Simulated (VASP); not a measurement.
# BeTe (F-43m) in VASP: a series of runs

The runs below take BeTe through single point, with PBE.

Program: VASP 6.6.1. These are calculated values, not measurements. Logs are shortened: lines on timing, memory, paths and dates and some standing lists are left out, and cuts for length are marked.

### Step 1. The cell of the first run

Symmetry: F-43m, No. 216, cubic system. The conventional cell has a = 5.558 Å, b = 5.558 Å, c = 5.558 Å, α = 90.00°, β = 90.00°, γ = 90.00°. Be (site symmetry -43m) has 4 Te at 2.41 Å within 3.2 Å. Within 3.2 Å of Te (site symmetry -43m) lie 4 Be at 2.41 Å.

### Step 2. Single point, PBE

INCAR reads:

```
PREC = Accurate
ENCUT = 600
EDIFF = 1E-6
ISMEAR = 0
SIGMA = 0.05
LREAL = False
LASPH = True
NELM = 120
ALGO = Normal
ISIF = 2
LWAVE = False
LCHARG = False
GGA = PE
NBANDS = 11
GGA_COMPAT = False
```

KPOINTS reads:

```
Automatic mesh
0
Gamma
  10 10 10
```

POSCAR reads:

```
BeTe
1.0
    0.0000000000      2.7792027254      2.7792027254
    2.7792027254      0.0000000000      2.7792027254
    2.7792027254      2.7792027254      0.0000000000
Be Te
1 1
Direct
    0.0000000000      0.0000000000      0.0000000000
    0.7500000000      0.7500000000      0.7500000000
```

Potentials or basis: VASP PAW PBE potentials, release 64 (Be, Te).

On the command line:

```sh
$ cat potpaw_PBE.64/Be/POTCAR potpaw_PBE.64/Te/POTCAR > POTCAR
$ mpirun -np 1 vasp_std > vasp.out
```

OUTCAR:

```text
PREC = Accurate
   ENCUT = 600
   EDIFF = 1E-6
   ISMEAR = 0
   LREAL = False
   LASPH = True
   NELM = 120
   ISIF = 2
   GGA = PE

 ion  position               nearest neighbor table
   1  0.000  0.000  0.000-   2 2.41   2 2.41   2 2.41   2 2.41
   2  0.750  0.750  0.750-   1 2.41   1 2.41   1 2.41   1 2.41

  LATTYP: Found a face centered cubic cell.
 ALAT       =     5.5584054508

  Lattice vectors:

 A1 = (   0.0000000000,   2.7792027254,   2.7792027254)
 A2 = (   2.7792027254,   0.0000000000,   2.7792027254)
 A3 = (   2.7792027254,   2.7792027254,   0.0000000000)

Analysis of symmetry for initial positions (statically):
=====================================================================
 Subroutine PRICEL returns:
 Original cell was already a primitive cell.

 Routine SETGRP: Setting up the symmetry group for a
 face centered cubic supercell.

 Subroutine GETGRP returns: Found 24 space group operations
 (whereof 24 operations were pure point group operations)
 out of a pool of 48 trial point group operations.

The static configuration has the point symmetry T_d .

Analysis of symmetry for dynamics (positions and initial velocities):
=====================================================================
 Subroutine PRICEL returns:
 Original cell was already a primitive cell.

 Routine SETGRP: Setting up the symmetry group for a
 face centered cubic supercell.

 Subroutine GETGRP returns: Found 24 space group operations
 (whereof 24 operations were pure point group operations)
 out of a pool of 48 trial point group operations.

The dynamic configuration has the point symmetry T_d .

 Subroutine INISYM returns: Found 24 space group operations
 (whereof 24 operations are pure point group operations),
 and found     1 'primitive' translations

----------------------------------------------------------------------------------------

                                     Primitive cell

  volume of cell :      42.9329

  direct lattice vectors                    reciprocal lattice vectors
     0.000000000  2.779202725  2.779202725    -0.179907711  0.179907711  0.179907711
     2.779202725  0.000000000  2.779202725     0.179907711 -0.179907711  0.179907711
     2.779202725  2.779202725  0.000000000     0.179907711  0.179907711 -0.179907711

  length of vectors
     3.930386187  3.930386187  3.930386187     0.311609296  0.311609296  0.311609296

  position of ions in fractional coordinates (direct lattice)
     0.000000000  0.000000000  0.000000000
     0.750000000  0.750000000  0.750000000

  ion indices of the primitive-cell ions
   primitive index   ion index
                 1           1
                 2           2

----------------------------------------------------------------------------------------

 KPOINTS: Automatic mesh

Automatic generation of k-mesh.
 Grid dimensions read from file:
 generate k-points for:   10   10   10

 Generating k-lattice:

  Cartesian coordinates                     Fractional coordinates (reciprocal lattice)
    -0.017990771  0.017990771  0.017990771     0.100000000  0.000000000  0.000000000
     0.017990771 -0.017990771  0.017990771     0.000000000  0.100000000  0.000000000
     0.017990771  0.017990771 -0.017990771     0.000000000  0.000000000  0.100000000

  Length of vectors
     0.031160930  0.031160930  0.031160930

  Shift w.r.t. Gamma in fractional coordinates (k-lattice)
     0.000000000  0.000000000  0.000000000

 Subroutine IBZKPT returns following result:
 ===========================================

 Found     47 irreducible k-points:

 Following reciprocal coordinates:
            Coordinates               Weight
  0.000000  0.000000  0.000000      1.000000
  0.100000  0.000000  0.000000      8.000000
  0.200000  0.000000  0.000000      8.000000
  0.300000  0.000000  0.000000      8.000000
  0.400000  0.000000  0.000000      8.000000
  0.500000  0.000000  0.000000      4.000000
[... 16 lines left out ...]
  0.300000  0.300000  0.000000      6.000000
  0.400000  0.300000  0.000000     24.000000
 [... further k-points ...]
   k-points           NKPTS =     47   k-points in BZ     NKDIM =     47   number of bands    NBANDS=     11
   number of dos      NEDOS =    301   number of ions     NIONS =      2
   total plane-waves  NPLWV =  32768
   dimension x,y,z NGX =    32 NGY =   32 NGZ =   32
   dimension x,y,z NGXF=    64 NGYF=   64 NGZF=   64
   ions per type =               1   1
   NGX,Y,Z   is equivalent  to a cutoff of  13.54, 13.54, 13.54 a.u.
   NGXF,Y,Z  is equivalent  to a cutoff of  27.07, 27.07, 27.07 a.u.
 SYSTEM =  unknown system
   PREC   = accura    normal or accurate (medium, high low for compatibility)
   ISTART =      0    job   : 0-new  1-cont  2-samecut
   ICHARG =      2    charge: 1-file 2-atom 10-const
   ISPIN  =      1    spin polarized calculation?
   LNONCOLLINEAR =      F non collinear calculations
   LSORBIT =      F    spin-orbit coupling
   LASPH  =      T    aspherical Exc in radial PAW
   ENCUT  =  600.0 eV  44.10 Ry    6.64 a.u.   7.85  7.85  7.85*2*pi/ulx,y,z
   NELM   =    120;   NELMIN=  2; NELMDL= -5     # of ELM steps
   EDIFF  = 0.1E-05   stopping-criterion for ELM
   LREAL  =      F    real-space projection
   EDIFFG = 0.1E-04   stopping-criterion for IOM
   NSW    =      0    number of steps for IOM
   IBRION =     -1    ionic relax: 0-MD 1-quasi-New 2-CG
   NFREE  =      0    steps in history (QN), initial steepest desc. (CG)
   ISIF   =      2    stress and relaxation
   ISYM   =      2    0-nonsym 1-usesym 2-fastsym
   POTIM  = 0.5000    time-step for ionic-motion
   TEBEG  =    0.0;   TEEND  =   0.0 temperature during run
   PSTRESS=    0.0 pullay stress
   NELECT =       8.0000    total number of electrons
   NUPDOWN=      -1.0000    fix difference up-down
   EMIN   =  10.00;   EMAX   =-10.00  energy-range for DOS
   EFERMI =   0.00;   METHOD = LEGACY
   ISMEAR =     0;   SIGMA  =   0.05  broadening in eV -4-tet -1-fermi 0-gaus
   EFERMI_NEDOS =   21; number of points for ismear=-14 and -15
   IALGO  =     38    algorithm
   IMIX   =      4    mixing-type and parameters
     AMIX     =   0.40;   BMIX     =  1.00
     AMIX_MAG =   1.60;   BMIX_MAG =  1.00
  volume/ion in A,a.u.               =      21.47       144.86
  Fermi-wavevector in a.u.,A,eV,Ry     =   0.935064  1.767014 11.896178  0.874344
  Thomas-Fermi vector in A             =   2.061933
   LORBIT       =      0    0 simple, 1 ext, 2 COOP (PROOUT), +10 PAW based schemes
   GGA     = PE    functional components
   LHFCALC =     F    Hartree Fock is set to
   AEXX    =    0.0000 exact exchange contribution
   IVDW    =     0    specifies the selected vdW correction
   LEPSILON=     F    determine dielectric tensor
   LRPA    =     F    only Hartree local field effects (RPA)
 non-spin polarized calculation
 Gauss-broadening in eV      SIGMA  =   0.05
  energy-cutoff  :      600.00
  volume of cell :       42.93
 maximum number of plane-waves:      1459
   NGX = 15   NGY = 15   NGZ = 15

 number of electron       8.0000000 magnetization

 Free energy of the ion-electron system (eV)
  ---------------------------------------------------
  ext. energy  EPLUGINS =         0.00000000
  ---------------------------------------------------
  free energy    TOTEN  =        -7.59631542 eV

  energy without entropy =       -7.59631542  energy(sigma->0) =       -7.59631542

 E-fermi :   5.7810     XC(G=0):  -9.2165

 val. band max:        5.5472972826   @ k =   0.0000   0.0000   0.0000
 cond. band min:       7.4209920045   @ k =   0.5000   0.5000   0.0000
 fundamental gap:      1.8736947219
 Fermi energy:         5.7809759457

 k-point     1 :       0.0000    0.0000    0.0000
  band No.  band energies     occupation
      1      -7.0177      2.00000
      2       5.5473      2.00000
      3       5.5473      2.00000
      4       5.5473      2.00000
      5       9.1215      0.00000
      6       9.1215      0.00000
      7       9.1215      0.00000
      8       9.6626      0.00000
      9      13.9204      0.00000
     10      15.8741      0.00000
     11      15.8741      0.00000

 k-point     2 :       0.1000    0.0000    0.0000
  band No.  band energies     occupation
      1      -6.9171      2.00000
      2       4.5849      2.00000
      3       5.3764      2.00000
      4       5.3764      2.00000
      5       9.1738      0.00000
      6       9.3683      0.00000
      7       9.3683      0.00000
      8      10.5051      0.00000
      9      14.2110      0.00000
     10      15.0884      0.00000
     11      15.0884      0.00000

 k-point     3 :       0.2000    0.0000    0.0000
  band No.  band energies     occupation
      1      -6.6286      2.00000
      2       2.9077      2.00000
      3       5.0132      2.00000
      4       5.0132      2.00000
      5       9.0345      0.00000
      6       9.8508      0.00000
      7       9.8508      0.00000
      8      12.0922      0.00000
      9      14.5645      0.00000
     10      14.5645      0.00000
     11      14.6234      0.00000

 k-point     4 :       0.3000    0.0000    0.0000
  band No.  band energies     occupation
      1      -6.2038      2.00000
      2       1.3425      2.00000
      3       4.6631      2.00000
      4       4.6631      2.00000
      5       8.8759      0.00000
      6      10.1332      0.00000
      7      10.1332      0.00000
      8      13.2482      0.00000
      9      14.8268      0.00000
     10      14.9030      0.00000
     11      14.9030      0.00000
[... 239 lines left out ...]
 k-point    22 :      -0.2000    0.2000    0.0000
  band No.  band energies     occupation
      1      -6.0582      2.00000
      2       1.6675      2.00000
      3       2.9468      2.00000
      4       4.7289      2.00000
      5       9.6318      0.00000
      6      10.3780      0.00000
      7      11.0125      0.00000
      8      11.9679      0.00000
      9      13.6355      0.00000
     10      15.9994      0.00000
     11      16.9946      0.00000

 k-point    23 :       0.3000    0.3000    0.0000
  band No.  band energies     occupation
      1      -5.9226      2.00000
      2       1.8578      2.00000
      3       3.4080      2.00000
      4       3.4080      2.00000
      5       7.8619      0.00000
      6       9.3484      0.00000
      7      12.9405      0.00000
      8      12.9405      0.00000
      9      15.3292      0.00000
     10      17.2508      0.00000
     11      17.2964      0.00000

 k-point    24 :       0.4000    0.3000    0.0000
  band No.  band energies     occupation
      1      -5.5768      2.00000
      2       1.1308      2.00000
      3       2.9050      2.00000
      4       3.1887      2.00000
      5       7.9739      0.00000
      6       9.2008      0.00000
      7      13.2623      0.00000
      8      13.4291      0.00000
      9      16.5110      0.00000
     10      17.6993      0.00000
     11      17.9246      0.00000

 [... further k-points ...]

------------------------ aborting loop because EDIFF is reached ----------------------------------------

  FORCE on cell =-STRESS in cart. coord.  units (eV):
  Direction    XX          YY          ZZ          XY          YZ          ZX
  --------------------------------------------------------------------------------------
  -------------------------------------------------------------------------------------
  Total        0.9989939      0.9989939      0.9989939      0.0000000      0.0000000      0.0000000
  in kB       37.2805854     37.2805854     37.2805854      0.0000000      0.0000000      0.0000000
  external PRESSURE =      37.2805854 kB  Pullay stress =       0.0000000 kB

 VOLUME and BASIS-vectors are now :
 -----------------------------------------------------------------------------
  energy-cutoff  :      600.00
  volume of cell :       42.93
      direct lattice vectors                 reciprocal lattice vectors
     0.000000000  2.779202725  2.779202725    -0.179907711  0.179907711  0.179907711
     2.779202725  0.000000000  2.779202725     0.179907711 -0.179907711  0.179907711
     2.779202725  2.779202725  0.000000000     0.179907711  0.179907711 -0.179907711

 POSITION                                       TOTAL-FORCE (eV/Angst)
 -----------------------------------------------------------------------------------
      0.00000      0.00000      0.00000         0.000000      0.000000      0.000000
      4.16880      4.16880      4.16880        -0.000000     -0.000000     -0.000000
 -----------------------------------------------------------------------------------
    total drift:                               -0.000000     -0.000000     -0.000000

  FREE ENERGIE OF THE ION-ELECTRON SYSTEM (eV)
  ---------------------------------------------------
  free  energy   TOTEN  =        -7.5963154224 eV

  energy  without entropy=       -7.5963154224  energy(sigma->0) =       -7.59631542
```

Run time: 21 s. Hardware: 1 thread of Intel Xeon Platinum 8259CL at 2.50GHz (Skylake/Cascade Lake), shared host; peak memory 0.19 GiB.

What came out:

```yaml
Free_energy: -7.5963 eV
Pressure: 3.7 GPa
Band_gap_on_the_k_mesh: 1.87 eV (least direct gap 3.57 eV)
```

Caveat: the cell stands under pressure; spin-orbit coupling is left out, which moves the levels of the heavy elements. As with any semilocal functional, this PBE gap is likely too small.

### Step 3. Single point, PBE (21.98 Å³/atom)

This run uses another cell than the first one, of 21.98 Å³/atom.

INCAR reads:

```
SYSTEM = BeTe
PREC     = Accurate       ! precision mode
ENCUT    = 600            ! plane-wave cutoff, eV
EDIFF    = 1E-6           ! SCF threshold, eV
ISMEAR   = 0              ! smearing method
SIGMA    = 0.05           ! smearing width, eV
LREAL    = .FALSE.        ! projectors in reciprocal space
LASPH    = .TRUE.         ! aspherical terms in the spheres
NELM     = 120            ! most SCF steps
ALGO     = Normal         ! electronic algorithm
ISIF     = 2              ! what is computed and relaxed
LWAVE    = .FALSE.        ! write WAVECAR
LCHARG   = .FALSE.        ! write CHGCAR
GGA      = PE             ! functional
NBANDS   = 11             ! bands
GGA_COMPAT= .FALSE.
```

KPOINTS reads:

```
regular mesh
0
G
  10 10 10
  0 0 0
```

POSCAR reads:

```
BeTe
1.0
    0.0000000000      2.8010148881      2.8010148881
    2.8010148881      0.0000000000      2.8010148881
    2.8010148881      2.8010148881      0.0000000000
Be Te
1 1
Direct
    0.0000000000      0.0000000000      0.0000000000
    0.7500000000      0.7500000000      0.7500000000
```

Potentials or basis: VASP PAW PBE potentials, release 64 (Be, Te).

On the command line:

```sh
$ cat potpaw_PBE.64/Be/POTCAR potpaw_PBE.64/Te/POTCAR > POTCAR
$ mpirun -np 1 vasp_std > vasp.out
```

Run time: 25 s. Hardware: 1 thread of Intel Xeon Platinum 8259CL at 2.50GHz (Skylake/Cascade Lake), shared host; peak memory 0.19 GiB.

It converged, with:

```yaml
Free_energy: -7.6149 eV
Pressure: 2.1 GPa
Band_gap_on_the_k_mesh: 1.93 eV (least direct gap 3.60 eV)
```

Levels at points of the mesh, in eV from the valence-band top:
```
           k point  band 2  band 3  band 4  band 5  band 6  band 7
(0.00, 0.00, 0.00)    0.00    0.00    0.00    3.60    3.60    3.60
(0.50, 0.00, 0.00)   -5.64   -1.16   -1.16    3.12    4.58    4.58
(0.50, 0.50, 0.00)   -5.20   -2.71   -2.71    1.93    2.64    9.81
```

Caveat: spin-orbit coupling is left out, which moves the levels of the heavy elements.

[end of part 1 of 2]
